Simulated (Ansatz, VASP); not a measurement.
Two plane-wave programs on Zr2TeS

```
CELL_PARAMETERS angstrom
1.89129 1.09194 6.67090
-1.89129 1.09194 6.67090
0.00000 -2.18387 6.67090
ATOMIC_POSITIONS crystal
Zr 0.22805 0.22805 0.22805
Zr 0.77195 0.77195 0.77195
Te 0.00000 0.00000 0.00000
S 0.50000 0.50000 0.50000
```

Alike in both runs: functional PBEsol; k mesh 6 × 6 × 6; occupations gaussian, width 0.1 eV; no spin polarisation.

Ansatz relaxed the structure, and its values are those at the end. VASP's run is a single point on that final structure, the one shown.

|  | VASP | Ansatz |
| --- | --- | --- |
| version | VASP 6.6.1 | Ansatz 0.2.0 |
| potentials or method | VASP PAW PBE potentials, release 64 (Zr_sv, Te, S), cutoff 520 eV | scalar-relativistic, plane waves, PAW |
| valence electrons in the cell | 36 | 46 |

|  | VASP | Ansatz | Ansatz less VASP |
| --- | --- | --- | --- |
| gap on the k mesh at the Fermi level (eV) | none | none | - |
| pressure (GPa) | 0.1 | -0.1 | -0.20 |
| rms of the force components (eV/Å) | 0.017 | 0.011 | -0.0054 |

VASP's potentials were made for PBE, not for PBEsol. A gap of «none» marks a metal or a gap that the smearing closes. The functional is the same, so the differences come from potentials, cutoffs and numerics. VASP's potentials hold 36 valence electrons a cell and Ansatz's 46, so a difference there can come from the potentials and not from the codes.

Spin-orbit coupling is off throughout.
